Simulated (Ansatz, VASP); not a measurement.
# One calculation of KI, two programs

```
K I
1.0
     0.00000    3.53277    3.53277
     3.53277    0.00000    3.53277
     3.53277    3.53277    0.00000
K I
1 1
Cartesian
  0.0000 0.0000 0.0000
  3.5328 3.5328 3.5328
```

Alike in both runs: task electric field gradients; functional LDA; k mesh 7 × 7 × 7; occupations fermi-dirac, width 0.02 eV; no spin polarisation.

|  | VASP | Ansatz |
| --- | --- | --- |
| version | VASP 6.6.1 | Ansatz 0.2.0 |
| potentials or method | VASP PAW LDA potentials, release 64 (K_sv, I) | plane-wave PAW, scalar-relativistic |
| plane-wave cutoff (eV) | 400 | 420 |
| valence electrons in the cell | 16 | 26 |

|  | VASP | Ansatz | Ansatz less VASP |
| --- | --- | --- | --- |
| gap on the k mesh at the Fermi level (eV) | 3.62 | 3.61 | -0.005 |
| pressure (GPa) | -1.3 | -1.3 | -0.03 |

Ansatz warns that its potentials were made for another functional, while VASP's fit it. LDA's correlation is that of Perdew and Zunger in VASP and of Perdew and Wang (1992) in Ansatz. VASP's potentials hold 16 valence electrons a cell and Ansatz's 26, so a difference there can come from the potentials and not from the codes.

Spin-orbit coupling is off throughout.
